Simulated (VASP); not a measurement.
Wanted: the native input for a VASP 6.6.1 run.

```yaml
Task: single point
Functional: LDA
Potentials_or_basis: VASP PAW LDA potentials, release 64 (Ta_sv_GW, N_h)
Cutoff: 1330 eV
k_mesh: 10 × 10 × 9
Occupations: fermi-dirac, width 0.05 eV
Spin: no spin polarisation
Hubbard_terms: Ta d U = 3.0 eV
Dipole_correction: no
Further_INCAR_settings: ALGO = Normal; EDIFF = 1e-06; NBANDS = 16
```

The structure of TaN lies in POSCAR:

```
TaN
1.0
    2.9380000000      0.0000000000      0.0000000000
   -1.4690000000      2.5443826363      0.0000000000
    0.0000000000      0.0000000000      2.8830000000
Ta N
1 1
Direct
    0.0000000000      0.0000000000      0.5000000000
    0.6666666667      0.3333333333      0.0000000000
```

The input as run:

INCAR

```
SYSTEM = TaN
ALGO = Normal ; EDIFF = 1E-6
ENCUT = 1330 ; GGA = CA
GGA_COMPAT = .FALSE. ; ISIF = 2
ISMEAR = -1 ; LASPH = .TRUE.
LCHARG = .FALSE. ; LDAU = .TRUE.
LDAUJ = 0 0 ; LDAUL = 2 -1
LDAUPRINT = 1 ; LDAUTYPE = 2
LDAUU = 3 0 ; LMAXMIX = 4
LREAL = .FALSE. ; LWAVE = .FALSE.
NBANDS = 16 ; NELM = 200
PREC = Accurate ; SIGMA = 0.05
```

KPOINTS

```
k-points
0
G
  10 10 9
  0 0 0
```

Potentials or basis: VASP PAW LDA potentials, release 64 (Ta_sv_GW, N_h).

Launch:

```console
$ cat potpaw_LDA.64/Ta_sv_GW/POTCAR potpaw_LDA.64/N_h/POTCAR > POTCAR
$ mpirun -np 1 vasp_std > vasp.out
```

Results of the run:

```
Pressure               : -0.7 GPa
Band gap on the k mesh : zero (bands 9 and 10 overlap by 0.32 eV)
```

Caveat: spin-orbit coupling is left out, which moves the levels of the heavy elements; U without spin polarisation on a metal has little footing.

It took 60 s on 1 thread of Intel(R) Xeon(R) Platinum 8375C CPU @ 2.90GHz (Ice Lake) (shared host), peak memory 0.27 GiB.
